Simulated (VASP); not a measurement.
A run of VASP 6.6.1:

The input INCAR:

```
SYSTEM = Nb
  ALGO = Normal
  EDIFF = 1E-6
  ENCUT = 520
  ISIF = 2
  ISMEAR = -1
  LASPH = .True.
  LCHARG = .False.
  LREAL = .False.
  LWAVE = .False.
  NBANDS = 34
  NELM = 100
  PREC = Accurate
  SIGMA = 0.1
```

KPOINTS

```
k-points
0
Gamma
  15 15 4
  0 0 0
```

Contents of POSCAR:

```
Nb
1.0
    2.8041384385      0.0000000000      0.0000000000
   -1.4020692193      2.4284551235      0.0000000000
    0.0000000000      0.0000000000     10.3640171898
Nb
4
Direct
    0.0000000000      1.0000000000      0.0000000000
    0.0000000000      1.0000000000      0.5000000000
    0.3333333333      0.6666666667      0.2500000000
    0.6666666667      0.3333333333      0.7500000000
```

Potentials or basis: VASP PAW LDA potentials, release 64 (Nb_sv).

The run is started by

```bash
$ cat potpaw_LDA.64/Nb_sv/POTCAR > POTCAR
$ mpirun -np 1 vasp_std > vasp.out
```

Hardware: 1 thread of Intel(R) Xeon(R) 6975P-C (Granite Rapids), with other jobs on the host.

**Question.** Estimate the wall time of this run.

**Answer.** Wall time 100 s on 1 thread of Intel(R) Xeon(R) 6975P-C (Granite Rapids), with other jobs on the host, peak memory 0.26 GiB. Counts: scf iterations 13, k points 81.
